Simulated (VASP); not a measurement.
Set up this calculation in VASP 6.6.1, as the native input.

```yaml
Task: single point
Functional: PBEsol
Potentials_or_basis: VASP PAW PBE potentials, release 64 (Zn, S)
Cutoff: 520 eV
k_mesh: 6 × 6 × 4
Occupations: gaussian, width 0.01 eV
Spin: no spin polarisation
Dipole_correction: no
Further_INCAR_settings: ALGO = Normal; EDIFF = 1e-06; NBANDS = 26
```

The structure of ZnS lies in POSCAR:

```
ZnS
1.0
    3.7059465419      0.0000000000      0.0000000000
   -1.8529732710      3.2094438504      0.0000000000
    0.0000000000      0.0000000000      6.2834685448
Zn S
2 2
Direct
    0.3333333333      0.6666666667      0.0054423634
    0.6666666667      0.3333333333      0.5054423634
    0.3333333333      0.6666666667      0.3795576366
    0.6666666667      0.3333333333      0.8795576366
```

This cell differs from its parent crystal: in-plane strain -0.02.

The input as run:

INCAR

```
SYSTEM = ZnS
PREC = Accurate
ENCUT = 520
EDIFF = 1E-6
ISMEAR = 0
SIGMA = 0.01
LREAL = .False.
LASPH = .True.
NELM = 100
ALGO = Normal
ISIF = 2
LWAVE = .False.
LCHARG = .False.
GGA = PS
NBANDS = 26
```

KPOINTS

```
regular mesh
0
Gamma
  6 6 4
  0 0 0
```

Potentials or basis: VASP PAW PBE potentials, release 64 (Zn, S).

Run with:

```console
$ cat potpaw_PBE.64/Zn/POTCAR potpaw_PBE.64/S/POTCAR > POTCAR
$ mpirun -np 1 vasp_std > vasp.out
```

Results of the run:

```
Pressure               : 2.8 GPa
Largest force          : 0.248 eV/Å
Band gap on the k mesh : 2.19 eV, direct
```

Caveat: the cell differs from its parent crystal (in-plane strain -0.02); the PAW data sets were made with another functional, which shifts forces and pressure a little.

Wall time 27 s on 1 thread of Intel(R) Xeon(R) Platinum 8259CL CPU @ 2.50GHz (Skylake/Cascade Lake), on a shared host, peak memory 0.19 GiB.
